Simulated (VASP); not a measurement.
# ZnCu (CsCl type) in VASP: further runs

Runs on ZnCu (CsCl type). Level: HSE06. Tasks: single point.

Everything below comes from runs of VASP 6.6.1. Logs are shortened: lines on timing, memory, paths and dates and some standing lists are left out, and cuts for length are marked.

## 1. The cell of the first run

The structure is cubic, space group Pm-3m (No. 221). Conventional cell: a = 2.980 Å, b = 2.980 Å, c = 2.980 Å, α = 90.00°, β = 90.00°, γ = 90.00°. Cu (site symmetry m-3m) has 8 Zn at 2.58 Å and 6 Cu at 2.98 Å within 3.4 Å. Zn (site symmetry m-3m) has 8 Cu at 2.58 Å and 6 Zn at 2.98 Å within 3.4 Å.

## 2. Single point, HSE06

The input, POSCAR:

```
ZnCu
1.0
    2.9798671821      0.0000000000      0.0000000000
    0.0000000000      2.9798671821      0.0000000000
    0.0000000000      0.0000000000      2.9798671821
Cu Zn
1 1
Direct
    0.0000000000      0.0000000000      0.0000000000
    0.5000000000      0.5000000000      0.5000000000
```

The input, INCAR.step1:

```
PREC = Accurate ; ENCUT = 520
EDIFF = 1E-5 ; ISMEAR = -1
SIGMA = 0.1 ; LREAL = F
LASPH = T ; NELM = 80
ALGO = Normal ; ISIF = 2
LWAVE = T ; LCHARG = F
NBANDS = 18 ; GGA = PE
```

The input, INCAR.step2:

```
PREC = Accurate ; ENCUT = 520
EDIFF = 1E-7 ; ISMEAR = -1
SIGMA = 0.1 ; LREAL = F
LASPH = T ; NELM = 80
ALGO = Normal ; ISIF = 2
LWAVE = F ; LCHARG = F
GGA = PE ; LHFCALC = T
HFSCREEN = 0.2079 ; PRECFOCK = Normal
NBANDS = 18 ; ISTART = 1
```

The input, KPOINTS:

```
regular mesh
0
Gamma
  4 4 4
```

Potentials or basis: VASP PAW PBE potentials, release 64 (Cu, Zn).

On the command line:

```sh
cat potpaw_PBE.64/Cu/POTCAR potpaw_PBE.64/Zn/POTCAR > POTCAR
cp INCAR.step1 INCAR
mpirun -np 1 vasp_std > vasp.out
cp INCAR.step2 INCAR
mpirun -np 1 vasp_std > vasp.out
```

OUTCAR:

```text
PREC = Accurate
   ENCUT = 520
   EDIFF = 1E-7
   ISMEAR = -1
   LREAL = F
   LASPH = T
   NELM = 80
   ISIF = 2
   GGA = PE
   LHFCALC = T
   HFSCREEN = 0.2079
   PRECFOCK = Normal
   ISTART = 1

 ion  position               nearest neighbor table
   1  0.000  0.000  0.000-   2 2.58   2 2.58   2 2.58   2 2.58   2 2.58   2 2.58   2 2.58   2 2.58

   2  0.500  0.500  0.500-   1 2.58   1 2.58   1 2.58   1 2.58   1 2.58   1 2.58   1 2.58   1 2.58

  LATTYP: Found a simple cubic cell.
 ALAT       =     2.9798671821

  Lattice vectors:

 A1 = (   2.9798671821,   0.0000000000,   0.0000000000)
 A2 = (   0.0000000000,   2.9798671821,   0.0000000000)
 A3 = (   0.0000000000,   0.0000000000,   2.9798671821)

Analysis of symmetry for initial positions (statically):
=====================================================================
 Subroutine PRICEL returns:
 Original cell was already a primitive cell.

 Routine SETGRP: Setting up the symmetry group for a
 simple cubic supercell.

 Subroutine GETGRP returns: Found 48 space group operations
 (whereof 48 operations were pure point group operations)
 out of a pool of 48 trial point group operations.

The static configuration has the point symmetry O_h .

Analysis of symmetry for dynamics (positions and initial velocities):
=====================================================================
 Subroutine PRICEL returns:
 Original cell was already a primitive cell.

 Routine SETGRP: Setting up the symmetry group for a
 simple cubic supercell.

 Subroutine GETGRP returns: Found 48 space group operations
 (whereof 48 operations were pure point group operations)
 out of a pool of 48 trial point group operations.

The dynamic configuration has the point symmetry O_h .

 Subroutine INISYM returns: Found 48 space group operations
 (whereof 48 operations are pure point group operations),
 and found     1 'primitive' translations

----------------------------------------------------------------------------------------

                                     Primitive cell

  volume of cell :      26.4601

  direct lattice vectors                    reciprocal lattice vectors
     2.979867182  0.000000000  0.000000000     0.335585427  0.000000000  0.000000000
     0.000000000  2.979867182  0.000000000     0.000000000  0.335585427  0.000000000
     0.000000000  0.000000000  2.979867182     0.000000000  0.000000000  0.335585427

  length of vectors
     2.979867182  2.979867182  2.979867182     0.335585427  0.335585427  0.335585427

  position of ions in fractional coordinates (direct lattice)
     0.000000000  0.000000000  0.000000000
     0.500000000  0.500000000  0.500000000

  ion indices of the primitive-cell ions
   primitive index   ion index
                 1           1
                 2           2

----------------------------------------------------------------------------------------

 KPOINTS: regular mesh

Automatic generation of k-mesh.
 Grid dimensions read from file:
 generate k-points for:    4    4    4

 Generating k-lattice:

  Cartesian coordinates                     Fractional coordinates (reciprocal lattice)
     0.083896357  0.000000000  0.000000000     0.250000000  0.000000000  0.000000000
     0.000000000  0.083896357  0.000000000     0.000000000  0.250000000  0.000000000
     0.000000000  0.000000000  0.083896357     0.000000000  0.000000000  0.250000000

  Length of vectors
     0.083896357  0.083896357  0.083896357

  Shift w.r.t. Gamma in fractional coordinates (k-lattice)
     0.000000000  0.000000000  0.000000000

 Subroutine IBZKPT returns following result:
 ===========================================

 Found     10 irreducible k-points:

 Following reciprocal coordinates:
            Coordinates               Weight
  0.000000  0.000000  0.000000      1.000000
  0.250000  0.000000  0.000000      6.000000
  0.500000  0.000000  0.000000      3.000000
  0.250000  0.250000  0.000000     12.000000
  0.500000  0.250000  0.000000     12.000000
  0.500000  0.500000  0.000000      3.000000
  0.250000  0.250000  0.250000      8.000000
  0.500000  0.250000  0.250000     12.000000
  0.500000  0.500000  0.250000      6.000000
  0.500000  0.500000  0.500000      1.000000
   k-points           NKPTS =     10   k-points in BZ     NKDIM =     64   number of bands    NBANDS=     18
   number of dos      NEDOS =    301   number of ions     NIONS =      2
   total plane-waves  NPLWV =  13824
   dimension x,y,z NGX =    24 NGY =   24 NGZ =   24
   dimension x,y,z NGXF=    48 NGYF=   48 NGZF=   48
   ions per type =               1   1
   NGX,Y,Z   is equivalent  to a cutoff of  13.39, 13.39, 13.39 a.u.
   NGXF,Y,Z  is equivalent  to a cutoff of  26.78, 26.78, 26.78 a.u.
 SYSTEM =  unknown system
   PREC   = accura    normal or accurate (medium, high low for compatibility)
   ISTART =      1    job   : 0-new  1-cont  2-samecut
   ICHARG =      0    charge: 1-file 2-atom 10-const
   ISPIN  =      1    spin polarized calculation?
   LNONCOLLINEAR =      F non collinear calculations
   LSORBIT =      F    spin-orbit coupling
   LASPH  =      T    aspherical Exc in radial PAW
   ENCUT  =  520.0 eV  38.22 Ry    6.18 a.u.   5.54  5.54  5.54*2*pi/ulx,y,z
   NELM   =     80;   NELMIN=  2; NELMDL=  0     # of ELM steps
   EDIFF  = 0.1E-06   stopping-criterion for ELM
   LREAL  =      F    real-space projection
   EDIFFG = 0.1E-05   stopping-criterion for IOM
   NSW    =      0    number of steps for IOM
   IBRION =     -1    ionic relax: 0-MD 1-quasi-New 2-CG
   NFREE  =      0    steps in history (QN), initial steepest desc. (CG)
   ISIF   =      2    stress and relaxation
   ISYM   =      3    0-nonsym 1-usesym 2-fastsym
   POTIM  = 0.5000    time-step for ionic-motion
   TEBEG  =    0.0;   TEEND  =   0.0 temperature during run
   PSTRESS=    0.0 pullay stress
   NELECT =      23.0000    total number of electrons
   NUPDOWN=      -1.0000    fix difference up-down
   EMIN   =  10.00;   EMAX   =-10.00  energy-range for DOS
   EFERMI =   0.00;   METHOD = LEGACY
   ISMEAR =    -1;   SIGMA  =   0.10  broadening in eV -4-tet -1-fermi 0-gaus
   EFERMI_NEDOS =   21; number of points for ismear=-14 and -15
   IALGO  =     38    algorithm
   IMIX   =      1    mixing-type and parameters
     AMIX     =   0.40;   BMIX     =  1.00
     AMIX_MAG =   1.60;   BMIX_MAG =  1.00
  volume/ion in A,a.u.               =      13.23        89.28
  Fermi-wavevector in a.u.,A,eV,Ry     =   1.562382  2.952474 33.212328  2.441037
  Thomas-Fermi vector in A             =   2.665309
   LORBIT       =      0    0 simple, 1 ext, 2 COOP (PROOUT), +10 PAW based schemes
   GGA     = PE    functional components
   LHFCALC =     T    Hartree Fock is set to
   PRECFOCK=normal    Normal, Fast or Accurate (Low or Medium for compatibility)
   ENCUT4O =  -1.0   cutoff for four orbital integrals eV
   NKREDX  =     1    reduce k-point grid by
   NKREDY  =     1    reduce k-point grid by
   NKREDZ  =     1    reduce k-point grid by
   AEXX    =    0.2500 exact exchange contribution
   HFSCREEN=    0.2079 screening length (either q_TF or 0.3 A-1)
   HFSCREENC=   0.2079 screening length for correlation (either q_TF or 0.3 A-1)
   ENCUTFOCK=  -1.0 apply spherical cutoff to Coloumb kernel
   IVDW    =     0    specifies the selected vdW correction
   LEPSILON=     F    determine dielectric tensor
   LRPA    =     F    only Hartree local field effects (RPA)
 non-spin polarized calculation
  energy-cutoff  :      520.00
  volume of cell :       26.46
 maximum number of plane-waves:       739
 NGX is ok and might be reduce to    24
  NGX = 18; NGY = 18; NGZ = 18

 number of electron      23.0000036 magnetization

 Free energy of the ion-electron system (eV)
  ---------------------------------------------------
  ext. energy  EPLUGINS =         0.00000000
  ---------------------------------------------------
  free energy    TOTEN  =        -5.25326468 eV

  energy without entropy =       -5.23212956  energy(sigma->0) =       -5.24269712

 E-fermi :   5.4336     XC(G=0):  -9.9261

 val. band max:        5.3238142423   @ k =   0.5000   0.5000   0.2500
 cond. band min:       6.2676851045   @ k =   0.2500   0.0000   0.0000
 fundamental gap:      0.9438708622
 Fermi energy:         5.4336107607

 k-point     1 :       0.0000    0.0000    0.0000
  band No.  band energies     occupation
      1      -6.1812      2.00000
      2      -4.9127      2.00000
      3      -4.9127      2.00000
      4      -4.2659      2.00000
      5      -4.2659      2.00000
      6      -4.2659      2.00000
[... 10 lines left out ...]
     17      18.3779      0.00000
     18      29.2440      0.00000

 k-point     2 :       0.2500    0.0000    0.0000
  band No.  band energies     occupation
      1      -5.1036      2.00000
      2      -4.8242      2.00000
      3      -4.5513      2.00000
      4      -4.3417      2.00000
      5      -4.3417      2.00000
      6      -4.2300      2.00000
[... 10 lines left out ...]
     17      23.8750      0.00000
     18      23.8750      0.00000

 k-point     3 :       0.5000    0.0000    0.0000
  band No.  band energies     occupation
      1      -4.7332      2.00000
      2      -4.6922      2.00000
      3      -4.4172      2.00000
      4      -4.4172      2.00000
      5      -4.1937      2.00000
      6      -1.7488      2.00000
[... 10 lines left out ...]
     17      19.0892      0.00000
     18      20.3193      0.00000

 k-point     4 :       0.2500    0.2500    0.0000
  band No.  band energies     occupation
      1      -4.8064      2.00000
      2      -4.6669      2.00000
      3      -4.5238      2.00000
      4      -4.3785      2.00000
      5      -4.3123      2.00000
      6      -3.4964      2.00000
[... 81 lines left out ...]
      4      -4.4451      2.00000
      5      -4.2687      2.00000
      6      -0.8458      2.00000
[... 10 lines left out ...]
     17      20.3021      0.00000
     18      21.3542      0.00000

 k-point     9 :       0.5000    0.5000    0.2500
  band No.  band energies     occupation
      1      -4.8890      2.00000
      2      -4.6378      2.00000
      3      -4.6378      2.00000
      4      -4.3757      2.00000
      5      -4.0135      2.00000
      6      -0.6798      2.00000
[... 10 lines left out ...]
     17      15.6105      0.00000
     18      16.5762      0.00000

 k-point    10 :       0.5000    0.5000    0.5000
  band No.  band energies     occupation
      1      -4.7728      2.00000
      2      -4.7728      2.00000
      3      -4.7728      2.00000
      4      -4.0076      2.00000
      5      -4.0076      2.00000
      6      -0.4660      2.00000
[... 10 lines left out ...]
     17       9.8871      0.00000
     18      12.2277      0.00000

------------------------ aborting loop because EDIFF is reached ----------------------------------------

  FORCE on cell =-STRESS in cart. coord.  units (eV):
  Direction    XX          YY          ZZ          XY          YZ          ZX
  --------------------------------------------------------------------------------------
  -------------------------------------------------------------------------------------
  Total       -0.4441625     -0.4441625     -0.4441625     -0.0000000      0.0000000     -0.0000000
  in kB      -26.8943954    -26.8943954    -26.8943954     -0.0000000      0.0000000     -0.0000000
  external PRESSURE =     -26.8943954 kB  Pullay stress =       0.0000000 kB

 VOLUME and BASIS-vectors are now :
 -----------------------------------------------------------------------------
  energy-cutoff  :      520.00
  volume of cell :       26.46
      direct lattice vectors                 reciprocal lattice vectors
     2.979867182  0.000000000  0.000000000     0.335585427  0.000000000  0.000000000
     0.000000000  2.979867182  0.000000000     0.000000000  0.335585427  0.000000000
     0.000000000  0.000000000  2.979867182     0.000000000  0.000000000  0.335585427

 POSITION                                       TOTAL-FORCE (eV/Angst)
 -----------------------------------------------------------------------------------
      0.00000      0.00000      0.00000         0.000000      0.000000      0.000000
      1.48993      1.48993      1.48993         0.000000      0.000000      0.000000
 -----------------------------------------------------------------------------------
    total drift:                               -0.000006     -0.000006     -0.000006

  FREE ENERGIE OF THE ION-ELECTRON SYSTEM (eV)
  ---------------------------------------------------
  free  energy   TOTEN  =        -5.2532646813 eV

  energy  without entropy=       -5.2321295570  energy(sigma->0) =       -5.24269712
```

Run time: 7.4 min. Hardware: 1 thread of Intel Xeon Platinum 8259CL at 2.50GHz (Skylake/Cascade Lake), shared host; peak memory 0.25 GiB.

What came out:

- Free energy: -5.2533 eV
- Pressure: -2.7 GPa
- Band gap on the k mesh: zero (an odd number of electrons rules out a gap without spin polarisation)

Levels at points of the mesh, in eV from the Fermi level:
| k point | band 8 | band 9 | band 10 | band 11 | band 12 | band 13 | band 14 | band 15 |
| --- | --- | --- | --- | --- | --- | --- | --- | --- |
| (0.00, 0.00, 0.00) | -5.36 | -4.40 | -4.40 | -4.40 | 6.59 | 6.59 | 6.59 | 11.49 |
| (0.50, 0.00, 0.00) | -5.43 | -4.94 | -4.94 | -4.47 | -3.33 | 12.17 | 12.17 | 12.81 |
| (0.50, 0.50, 0.00) | -4.58 | -4.58 | -4.19 | -2.40 | -2.40 | 1.55 | 2.10 | 14.43 |
| (0.50, 0.50, 0.50) | -5.90 | -4.17 | -4.17 | 4.19 | 4.31 | 4.31 | 4.31 | 4.45 |

Caveat: the k points lie up to 0.53 Å⁻¹ apart, too coarse for converged energies and pressures of a metal; the PAW data sets were made with another functional, which shifts forces and pressure a little.

## 3. Single point, HSE06

This run uses another cell than the first one, of 13.62 Å³/atom.

The input, POSCAR:

```
ZnCu
1.0
    3.0090834293      0.0000000000      0.0000000000
    0.0000000000      3.0090834293      0.0000000000
    0.0000000000      0.0000000000      3.0090834293
Cu Zn
1 1
Direct
    0.0000000000      0.0000000000      0.0000000000
    0.5000000000      0.5000000000      0.5000000000
```

The input, INCAR.step1:

```
PREC = Accurate
ENCUT = 520
EDIFF = 1E-5
ISMEAR = -1
SIGMA = 0.1
LREAL = False
LASPH = True
NELM = 80
ALGO = Normal
ISIF = 2
LWAVE = True
LCHARG = False
GGA = PE
NBANDS = 18
```

The input, INCAR.step2:

```
PREC = Accurate
ENCUT = 520
EDIFF = 1E-6
ISMEAR = -1
SIGMA = 0.1
LREAL = False
LASPH = True
NELM = 80
ALGO = Normal
ISIF = 2
LWAVE = False
LCHARG = False
GGA = PE
LHFCALC = True
HFSCREEN = 0.2079
PRECFOCK = Normal
ISTART = 1
NBANDS = 18
```

The input, KPOINTS:

```
Automatic mesh
0
Gamma
  4 4 4
```

Potentials or basis: VASP PAW PBE potentials, release 64 (Cu, Zn).

On the command line:

```sh
cat potpaw_PBE.64/Cu/POTCAR potpaw_PBE.64/Zn/POTCAR > POTCAR
cp INCAR.step1 INCAR
mpirun -np 1 vasp_std > vasp.out
cp INCAR.step2 INCAR
mpirun -np 1 vasp_std > vasp.out
```

It took 7.9 min on 1 thread of Intel Xeon Platinum 8259CL at 2.50GHz (Skylake/Cascade Lake), shared host; peak memory 0.25 GiB.

Results (log left out):

```
Free energy            : -5.2339 eV
Pressure               : -5.5 GPa
Band gap on the k mesh : zero (an odd number of electrons rules out a gap without spin polarisation)
```

Levels at points of the mesh, in eV from the Fermi level:
```csv
k point,band 9,band 10,band 11,band 12,band 13,band 14
"(0.00, 0.00, 0.00)",-4.37,-4.37,-4.37,6.46,6.46,6.46
"(0.50, 0.00, 0.00)",-4.87,-4.87,-4.43,-3.32,11.89,11.89
"(0.50, 0.50, 0.00)",-4.54,-4.16,-2.32,-2.32,1.39,1.98
"(0.50, 0.50, 0.50)",-4.14,-4.14,3.96,4.22,4.22,4.22
```

Caveat: the k points lie up to 0.52 Å⁻¹ apart, too coarse for converged energies and pressures of a metal; the PAW data sets were made with another functional, which shifts forces and pressure a little.

(Continued in part 2 of 2.)

The gap in the log of VASP goes by the Fermi energy; the results here count the filled bands.